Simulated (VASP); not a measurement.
Set up this calculation in VASP 6.6.1, as the native input.

* Task: single point
* Functional: PBE
* Potentials or basis: VASP PAW PBE potentials, release 64 (In_d, Te, O)
* Cutoff: 520 eV
* k mesh: 6 × 6 × 4
* Occupations: gaussian, width 0.1 eV
* Spin: no spin polarisation
* Dipole correction: no
* Further INCAR settings: ALGO = Normal; EDIFF = 1e-07; NBANDS = 30

The structure of In2Te2O lies in POSCAR:

```
In2Te2O
1.0
    4.9625901207      0.0000000000      0.0000000000
   -2.4812950604      4.2977291131      0.0000000000
    0.0000000000      0.0000000000      6.5185407541
In Te O
2 2 1
Direct
    0.3333333333      0.6666666667      0.5000000000
    0.6666666667      0.3333333333      0.5000000000
    0.3333333333      0.6666666667      0.0000000000
    0.6666666667      0.3333333333      0.0000000000
    0.0000000000      0.0000000000      0.0000000000
```

The cell was built from a structure type or drawn by symmetry, and may not be a known phase.

The input as run:

INCAR

```
SYSTEM = In2Te2O
PREC = Accurate
ENCUT = 520
EDIFF = 1E-7
ISMEAR = 0
SIGMA = 0.1
LREAL = .False.
LASPH = .True.
NELM = 80
ALGO = Normal
ISIF = 2
LWAVE = .False.
LCHARG = .True.
GGA = PE
LELF = .True.
LVHAR = .True.
NBANDS = 30
```

KPOINTS

```
Automatic mesh
0
Gamma
  6 6 4
  0 0 0
```

Potentials or basis: VASP PAW PBE potentials, release 64 (In_d, Te, O).

The run is started by

```bash
$ cat potpaw_PBE.64/In_d/POTCAR potpaw_PBE.64/Te/POTCAR potpaw_PBE.64/O/POTCAR > POTCAR
$ mpirun -np 1 vasp_std > vasp.out
```

It gave:

The pressure is -0.2 GPa and the band gap on the k mesh is zero (bands 22 and 23 overlap by 1.37 eV).

Caveat: spin-orbit coupling is left out, which moves the levels of the heavy elements.

Wall time 54 s on 1 thread of Intel(R) Xeon(R) 6975P-C (Granite Rapids), on a shared host, peak memory 0.3 GiB.
